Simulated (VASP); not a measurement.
Set up this calculation in VASP 6.6.1, as the native input.

* Task: single point
* Functional: PBE-based global hybrid with 75 % exact exchange
* Potentials or basis: VASP PAW PBE potentials, release 64 (Sn_d, Se)
* Cutoff: 520 eV
* k mesh: 4 × 4 × 4
* Occupations: fermi-dirac, width 0.02 eV
* Spin: no spin polarisation
* Dipole correction: no
* Grid for exact exchange (PRECFOCK): Normal
* Share of exact exchange: 0.75
* Further INCAR settings: ALGO = Normal; EDIFF = 1e-06; NBANDS = 17

SnSe:

```
Sn Se
1.0
     0.00000    3.36398    3.36398
     3.36398    0.00000    3.36398
     3.36398    3.36398    0.00000
Sn Se
1 1
Cartesian
  0.0000 0.0000 0.0000
  1.6820 1.6820 1.6820
```

One way to write it, as run:

POSCAR

```
SnSe
1.0
    0.0000000000      3.3639842963      3.3639842963
    3.3639842963      0.0000000000      3.3639842963
    3.3639842963      3.3639842963      0.0000000000
Sn Se
1 1
Direct
    0.0000000000      0.0000000000      0.0000000000
    0.2500000000      0.2500000000      0.2500000000
```

INCAR.step1

```
PREC = Accurate ; ENCUT = 520
EDIFF = 1E-5 ; ISMEAR = -1
SIGMA = 0.02 ; LREAL = False
LASPH = True ; NELM = 100
ALGO = Normal ; ISIF = 2
LWAVE = True ; LCHARG = False
GGA = PE ; NBANDS = 17
```

INCAR.step2

```
PREC = Accurate ; ENCUT = 520
EDIFF = 1E-6 ; ISMEAR = -1
SIGMA = 0.02 ; LREAL = False
LASPH = True ; NELM = 100
ALGO = Normal ; ISIF = 2
LWAVE = False ; LCHARG = False
GGA = PE ; LHFCALC = True
AEXX = 0.75 ; PRECFOCK = Normal
ISTART = 1 ; NBANDS = 17
```

KPOINTS

```
Automatic mesh
0
Gamma
  4 4 4
```

Potentials or basis: VASP PAW PBE potentials, release 64 (Sn_d, Se).

Launch:

```bash
$ cat potpaw_PBE.64/Sn_d/POTCAR potpaw_PBE.64/Se/POTCAR > POTCAR
$ cp INCAR.step1 INCAR
$ mpirun -np 1 vasp_std > vasp.out
$ cp INCAR.step2 INCAR
$ mpirun -np 1 vasp_std > vasp.out
```

Results of the run:

```json
{"Pressure": "-1.0 GPa", "Band gap on the k mesh": "3.22 eV (least direct gap 4.11 eV)"}
```

Caveat: the structure was generated, so it needn't be the stable form of SnSe; the PAW data sets were made with another functional, which shifts forces and pressure a little; spin-orbit coupling is left out, which moves the levels of the heavy elements.

Wall time 15 min on 1 thread of AMD EPYC 7R13 Processor (Zen 3) (shared host), peak memory 0.19 GiB.
